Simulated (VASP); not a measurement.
# Si6Sb (Cmcm) in VASP: single point with LDA

Aim: the single point of Si6Sb with LDA.

Everything below comes from runs of VASP 6.6.1. Logs are shortened: lines on timing, memory, paths and dates and some standing lists are left out, and cuts for length are marked.

### 1 The cell of the first run

The structure is orthorhombic, space group Cmcm (No. 63). The conventional cell has a = 4.319 Å, b = 9.997 Å, c = 11.535 Å, α = 90.00°, β = 90.00°, γ = 90.00°. Within 4.1 Å of Sb (site symmetry m2m) lie 18 Si at 3.08 to 3.46 Å. Si (site symmetry m) has 11 Si at 2.31 to 3.58 Å and 3 Sb at 3.27 to 3.33 Å within 3.6 Å. Si (site symmetry m) has 4 Si at 2.31 to 2.38 Å and 1 Sb at 3.08 Å within 3.1 Å. Within 3.2 Å of Si (site symmetry m) lie 5 Si at 2.31 to 3.12 Å.

### 2 Single point, LDA

The input, INCAR:

```
PREC     = Accurate       # precision mode
ENCUT    = 520            # plane-wave cutoff, eV
EDIFF    = 1E-7           # SCF threshold, eV
ISMEAR   = -1             # smearing method
SIGMA    = 0.1            # smearing width, eV
LREAL    = False          # projectors in reciprocal space
LASPH    = True           # aspherical terms in the spheres
NELM     = 60             # most SCF steps
ALGO     = Normal         # electronic algorithm
ISIF     = 2              # what is computed and relaxed
LWAVE    = False          # write WAVECAR
LCHARG   = True           # write CHGCAR
GGA      = CA             # functional
LELF     = True           # ELF
LVHAR    = True         
NBANDS   = 42             # bands
```

The input, KPOINTS:

```
Automatic mesh
0
Gamma
  8 8 3
```

The input, POSCAR:

```
Si6Sb
1.0
    4.3186700000      0.0000000000      0.0000000000
    2.1593350000     -4.9984980000      0.0000000000
    0.0000000000      0.0000000000    -11.5354170000
Sb Si
2 12
Direct
    0.2744900000      0.4510200000      0.7500000000
    0.7255100000      0.5489800000      0.2500000000
    0.2469600000      0.5060800000      0.4626100000
    0.7530400000      0.4939200000      0.9626100000
    0.7530400000      0.4939200000      0.5373900000
    0.2469600000      0.5060800000      0.0373900000
    0.5589600000      0.8820800000      0.6468200000
    0.4410400000      0.1179200000      0.1468200000
    0.4410400000      0.1179200000      0.3531800000
    0.5589600000      0.8820800000      0.8531800000
    0.0235400000      0.9529200000      0.4018100000
    0.9764600000      0.0470800000      0.9018100000
    0.9764600000      0.0470800000      0.5981900000
    0.0235400000      0.9529200000      0.0981900000
```

Potentials or basis: VASP PAW LDA potentials, release 64 (Sb, Si).

On the command line:

```
> cat potpaw_LDA.64/Sb/POTCAR potpaw_LDA.64/Si/POTCAR > POTCAR
> mpirun -np 1 vasp_std > vasp.out
```

OUTCAR:

```text
PREC = Accurate
   ENCUT = 520
   EDIFF = 1E-7
   ISMEAR = -1
   LREAL = False
   LASPH = True
   NELM = 60
   ISIF = 2
   GGA = CA

 ion  position               nearest neighbor table
   1  0.274  0.451  0.750-   7 3.08  10 3.08   7 3.27  10 3.27   7 3.27  10 3.27   4 3.27   5 3.27
                             4 3.27   5 3.27   3 3.33   6 3.33  12 3.44  13 3.44  12 3.44  13 3.44
   2  0.726  0.549  0.250-   8 3.08   9 3.08   8 3.27   9 3.27   8 3.27   9 3.27   3 3.27   6 3.27
                             3 3.27   6 3.27   5 3.33   4 3.33  11 3.44  14 3.44  11 3.44  14 3.44
   3  0.247  0.506  0.463-   9 2.31   5 2.33   5 2.33  11 2.34  13 3.12   2 3.27   2 3.27   1 3.33

   4  0.753  0.494  0.963-  10 2.31   6 2.33   6 2.33  12 2.34  14 3.12   1 3.27   1 3.27   2 3.33

   5  0.753  0.494  0.537-   7 2.31   3 2.33   3 2.33  13 2.34  11 3.12   1 3.27   1 3.27   2 3.33
[... 11 lines left out ...]
  13  0.976  0.047  0.598-  11 2.31   5 2.34   7 2.38   7 2.38   3 3.12   1 3.44   1 3.44   1 3.46

  14  0.024  0.953  0.098-  12 2.31   6 2.34   8 2.38   8 2.38   4 3.12   2 3.44   2 3.44   2 3.46

  LATTYP: Found a base centered orthorhombic cell.
 ALAT       =     4.3186700000
 B/A-ratio  =     2.3148321127
 C/A-ratio  =     2.6710577562

  Lattice vectors:

 A1 = (   2.1593350000,   4.9984980000,   0.0000000000)
 A2 = (   2.1593350000,  -4.9984980000,   0.0000000000)
 A3 = (   0.0000000000,   0.0000000000, -11.5354170000)

Analysis of symmetry for initial positions (statically):
=====================================================================
 Subroutine PRICEL returns:
 Original cell was already a primitive cell.

 Routine SETGRP: Setting up the symmetry group for a
 base centered orthorhombic supercell.

 Subroutine GETGRP returns: Found  8 space group operations
 (whereof  4 operations were pure point group operations)
 out of a pool of  8 trial point group operations.

The static configuration has the point symmetry C_2h.
 The point group associated with its full space group is D_2h.

Analysis of symmetry for dynamics (positions and initial velocities):
=====================================================================
 Subroutine PRICEL returns:
 Original cell was already a primitive cell.

 Routine SETGRP: Setting up the symmetry group for a
 base centered orthorhombic supercell.

 Subroutine GETGRP returns: Found  8 space group operations
 (whereof  4 operations were pure point group operations)
 out of a pool of  8 trial point group operations.

The dynamic configuration has the point symmetry C_2h.
 The point group associated with its full space group is D_2h.

 Subroutine INISYM returns: Found  8 space group operations
 (whereof  4 operations are pure point group operations),
 and found     1 'primitive' translations

----------------------------------------------------------------------------------------

                                     Primitive cell

  volume of cell :     249.0135

  direct lattice vectors                    reciprocal lattice vectors
     4.318670000  0.000000000  0.000000000     0.231552770  0.100030049  0.000000000
     2.159335000 -4.998498000  0.000000000     0.000000000 -0.200060098  0.000000000
     0.000000000  0.000000000-11.535417000     0.000000000  0.000000000 -0.086689541

  length of vectors
     4.318670000  5.444971065 11.535417000     0.252235398  0.200060098  0.086689541

  position of ions in fractional coordinates (direct lattice)
     0.274490000  0.451020000  0.750000000
     0.725510000  0.548980000  0.250000000
     0.246960000  0.506080000  0.462610000
     0.753040000  0.493920000  0.962610000
     0.753040000  0.493920000  0.537390000
     0.246960000  0.506080000  0.037390000
     0.558960000  0.882080000  0.646820000
     0.441040000  0.117920000  0.146820000
     0.441040000  0.117920000  0.353180000
     0.558960000  0.882080000  0.853180000
     0.023540000  0.952920000  0.401810000
     0.976460000  0.047080000  0.901810000
     0.976460000  0.047080000  0.598190000
     0.023540000  0.952920000  0.098190000

  ion indices of the primitive-cell ions
   primitive index   ion index
                 1           1
                 2           2
                 3           3
                 4           4
                 5           5
                 6           6
                 7           7
                 8           8
                 9           9
                10          10
                11          11
                12          12
                13          13
                14          14

----------------------------------------------------------------------------------------

 KPOINTS: Automatic mesh

Automatic generation of k-mesh.
 Grid dimensions read from file:
 generate k-points for:    8    8    3

 Generating k-lattice:

  Cartesian coordinates                     Fractional coordinates (reciprocal lattice)
     0.028944096  0.012503756  0.000000000     0.125000000  0.000000000  0.000000000
     0.000000000 -0.025007512  0.000000000     0.000000000  0.125000000  0.000000000
     0.000000000  0.000000000 -0.028896514     0.000000000  0.000000000  0.333333333

  Length of vectors
     0.031529425  0.025007512  0.028896514

  Shift w.r.t. Gamma in fractional coordinates (k-lattice)
     0.000000000  0.000000000  0.000000000

 Subroutine IBZKPT returns following result:
 ===========================================

 Found     42 irreducible k-points:

 Following reciprocal coordinates:
            Coordinates               Weight
  0.000000  0.000000  0.000000      1.000000
  0.125000  0.000000  0.000000      4.000000
  0.250000  0.000000  0.000000      4.000000
  0.375000 -0.000000  0.000000      4.000000
  0.500000  0.000000  0.000000      2.000000
  0.000000  0.125000  0.000000      2.000000
[... 16 lines left out ...]
  0.125000  0.000000  0.333333      8.000000
  0.250000  0.000000  0.333333      8.000000
 [... further k-points ...]
   k-points           NKPTS =     42   k-points in BZ     NKDIM =     42   number of bands    NBANDS=     42
   number of dos      NEDOS =    301   number of ions     NIONS =     14
   total plane-waves  NPLWV = 115200
   dimension x,y,z NGX =    32 NGY =   40 NGZ =   90
   dimension x,y,z NGXF=    64 NGYF=   80 NGZF=  180
   ions per type =               2  12
   NGX,Y,Z   is equivalent  to a cutoff of  12.32, 12.21, 12.97 a.u.
   NGXF,Y,Z  is equivalent  to a cutoff of  24.64, 24.43, 25.94 a.u.
 SYSTEM =  unknown system
   PREC   = accura    normal or accurate (medium, high low for compatibility)
   ISTART =      0    job   : 0-new  1-cont  2-samecut
   ICHARG =      2    charge: 1-file 2-atom 10-const
   ISPIN  =      1    spin polarized calculation?
   LNONCOLLINEAR =      F non collinear calculations
   LSORBIT =      F    spin-orbit coupling
   LASPH  =      T    aspherical Exc in radial PAW
   ENCUT  =  520.0 eV  38.22 Ry    6.18 a.u.   8.03 10.12 21.45*2*pi/ulx,y,z
   NELM   =     60;   NELMIN=  2; NELMDL= -5     # of ELM steps
   EDIFF  = 0.1E-06   stopping-criterion for ELM
   LREAL  =      F    real-space projection
   EDIFFG = 0.1E-05   stopping-criterion for IOM
   NSW    =      0    number of steps for IOM
   IBRION =     -1    ionic relax: 0-MD 1-quasi-New 2-CG
   NFREE  =      0    steps in history (QN), initial steepest desc. (CG)
   ISIF   =      2    stress and relaxation
   ISYM   =      2    0-nonsym 1-usesym 2-fastsym
   POTIM  = 0.5000    time-step for ionic-motion
   TEBEG  =    0.0;   TEEND  =   0.0 temperature during run
   PSTRESS=    0.0 pullay stress
   NELECT =      58.0000    total number of electrons
   NUPDOWN=      -1.0000    fix difference up-down
   EMIN   =  10.00;   EMAX   =-10.00  energy-range for DOS
   EFERMI =   0.00;   METHOD = LEGACY
   ISMEAR =    -1;   SIGMA  =   0.10  broadening in eV -4-tet -1-fermi 0-gaus
   EFERMI_NEDOS =   21; number of points for ismear=-14 and -15
   IALGO  =     38    algorithm
   IMIX   =      4    mixing-type and parameters
     AMIX     =   0.40;   BMIX     =  1.00
     AMIX_MAG =   1.60;   BMIX_MAG =  1.00
  volume/ion in A,a.u.               =      17.79       120.03
  Fermi-wavevector in a.u.,A,eV,Ry     =   1.007264  1.903453 13.804203  1.014580
  Thomas-Fermi vector in A             =   2.140058
   LORBIT       =      0    0 simple, 1 ext, 2 COOP (PROOUT), +10 PAW based schemes
   GGA     = CA    functional components
   LHFCALC =     F    Hartree Fock is set to
   AEXX    =    0.0000 exact exchange contribution
   IVDW    =     0    specifies the selected vdW correction
   LEPSILON=     F    determine dielectric tensor
   LRPA    =     F    only Hartree local field effects (RPA)
 non-spin polarized calculation
  energy-cutoff  :      520.00
  volume of cell :      249.01
 maximum number of plane-waves:      6734
   NGX = 17   NGY = 21   NGZ = 43

 number of electron      57.9999998 magnetization

 Free energy of the ion-electron system (eV)
  ---------------------------------------------------
  ext. energy  EPLUGINS =         0.00000000
  ---------------------------------------------------
  free energy    TOTEN  =       -77.03769348 eV

  energy without entropy =      -76.82106432  energy(sigma->0) =      -76.92937890

 E-fermi :   8.1849     XC(G=0): -10.5644

 val. band max:        8.1823284455   @ k =   0.5000   0.0000   0.0000
 cond. band min:       8.1962794180   @ k =   0.5000   0.2500   0.3333
 fundamental gap:      0.0139509725
 Fermi energy:         8.1849140971

 k-point     1 :       0.0000    0.0000    0.0000
  band No.  band energies     occupation
      1      -5.0137      2.00000
      2      -4.1964      2.00000
      3      -3.7055      2.00000
      4      -0.9857      2.00000
      5      -0.9766      2.00000
      6      -0.1030      2.00000
[... 1045 lines left out ...]
     40      11.3332      0.00000
     41      11.8591      0.00000

 [... further k-points ...]

 [bands above 41 left out]

------------------------ aborting loop because EDIFF is reached ----------------------------------------

  FORCE on cell =-STRESS in cart. coord.  units (eV):
  Direction    XX          YY          ZZ          XY          YZ          ZX
  --------------------------------------------------------------------------------------
  -------------------------------------------------------------------------------------
  Total        3.5420754      7.0824865      1.1482469      0.0000000      0.0000000      0.0000000
  in kB       22.7900638     45.5694197      7.3879345      0.0000000      0.0000000      0.0000000
  external PRESSURE =      25.2491393 kB  Pullay stress =       0.0000000 kB

 VOLUME and BASIS-vectors are now :
 -----------------------------------------------------------------------------
  energy-cutoff  :      520.00
  volume of cell :      249.01
      direct lattice vectors                 reciprocal lattice vectors
     4.318670000  0.000000000  0.000000000     0.231552770  0.100030049  0.000000000
     2.159335000 -4.998498000  0.000000000     0.000000000 -0.200060098  0.000000000
     0.000000000  0.000000000-11.535417000     0.000000000  0.000000000 -0.086689541

 POSITION                                       TOTAL-FORCE (eV/Angst)
 -----------------------------------------------------------------------------------
      2.15934     -2.25442     -8.65156         0.000000     -0.225733     -0.000000
      4.31867     -2.74408     -2.88385         0.000000      0.225733      0.000000
      2.15934     -2.52964     -5.33640        -0.000000     -0.325295      0.639524
      4.31867     -2.46886    -11.10411         0.000000      0.325295      0.639524
      4.31867     -2.46886     -6.19902         0.000000      0.325295     -0.639524
      2.15934     -2.52964     -0.43131        -0.000000     -0.325295     -0.639524
      4.31867     -4.40908     -7.46134        -0.000000     -0.116262     -0.787335
      2.15934     -0.58942     -1.69363         0.000000      0.116262     -0.787335
      2.15934     -0.58942     -4.07408         0.000000      0.116262      0.787335
      4.31867     -4.40908     -9.84179        -0.000000     -0.116262      0.787335
      2.15933     -4.76317     -4.63505         0.000000      0.416403      0.559648
      4.31867     -0.23533    -10.40275         0.000000     -0.416403      0.559648
      4.31867     -0.23533     -6.90037         0.000000     -0.416403     -0.559648
      2.15933     -4.76317     -1.13266         0.000000      0.416403     -0.559648
 -----------------------------------------------------------------------------------
    total drift:                                0.000000      0.000000      0.000000

  FREE ENERGIE OF THE ION-ELECTRON SYSTEM (eV)
  ---------------------------------------------------
  free  energy   TOTEN  =       -77.0376934801 eV

  energy  without entropy=      -76.8210643191  energy(sigma->0) =      -76.92937890
```

It took 13 min on 1 thread of Intel Xeon 8259CL, shared host; peak memory 0.47 GiB.

Results:

```
Free energy            : -77.0377 eV
Pressure               : 2.5 GPa
Largest force          : 0.796 eV/Å
Band gap on the k mesh : zero (bands 29 and 30 overlap by 1.30 eV)
```

Forces on the atoms (eV/Å):
```
Sb   0.000 -0.226  0.000
Sb   0.000  0.226  0.000
Si   0.000 -0.325  0.640
Si   0.000  0.325  0.640
Si   0.000  0.325 -0.640
Si   0.000 -0.325 -0.640
Si   0.000 -0.116 -0.787
Si   0.000  0.116 -0.787
Si   0.000  0.116  0.787
Si   0.000 -0.116  0.787
Si   0.000  0.416  0.560
Si   0.000 -0.416  0.560
Si   0.000 -0.416 -0.560
Si   0.000  0.416 -0.560
```

Stress tensor (GPa, compression positive):
```
2.28 0.00 0.00
0.00 4.56 0.00
0.00 0.00 0.74
```

Caveat: spin-orbit coupling is left out, which moves the levels of the heavy elements.
